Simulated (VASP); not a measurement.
A run of VASP 6.6.1:

The input INCAR:

```
PREC = Accurate ; ENCUT = 520
EDIFF = 1E-7 ; ISMEAR = -1
SIGMA = 0.02 ; LREAL = F
LASPH = T ; NELM = 60
ALGO = Normal ; ISIF = 2
LWAVE = F ; LCHARG = T
GGA = PE ; LELF = T
LVHAR = T ; NBANDS = 46
```

KPOINTS

```
regular mesh
0
Gamma
  6 6 2
```

POSCAR

```
ZnSnN2
1.0
    3.4990564168      0.0000000000      0.0000000000
    0.0000000000      3.4990564168      0.0000000000
    0.0000000000      0.0000000000      9.2579704256
Zn N Sn
2 4 2
Direct
    0.5000000000      0.0000000000      0.9038118136
    0.0000000000      0.5000000000      0.0961881864
    0.5000000000      0.5000000000      0.0000000000
    0.0000000000      0.0000000000      0.2426800014
    0.5000000000      0.5000000000      0.5000000000
    0.0000000000      0.0000000000      0.7573199986
    0.5000000000      0.0000000000      0.3559829609
    0.0000000000      0.5000000000      0.6440170391
```

Potentials or basis: VASP PAW PBE potentials, release 64 (Zn, N, Sn_d).

Run with:

```bash
$ cat potpaw_PBE.64/Zn/POTCAR potpaw_PBE.64/N/POTCAR potpaw_PBE.64/Sn_d/POTCAR > POTCAR
$ mpirun -np 1 vasp_std > vasp.out
```

Hardware: 1 thread of Intel(R) Xeon(R) Platinum 8488C (Sapphire Rapids), with other jobs on the host.

Question: Estimate the wall time of this run.

Answer: It took 2.7 min on 1 thread of Intel(R) Xeon(R) Platinum 8488C (Sapphire Rapids), with other jobs on the host, peak memory 0.27 GiB. Counts: scf iterations 18, k points 20.
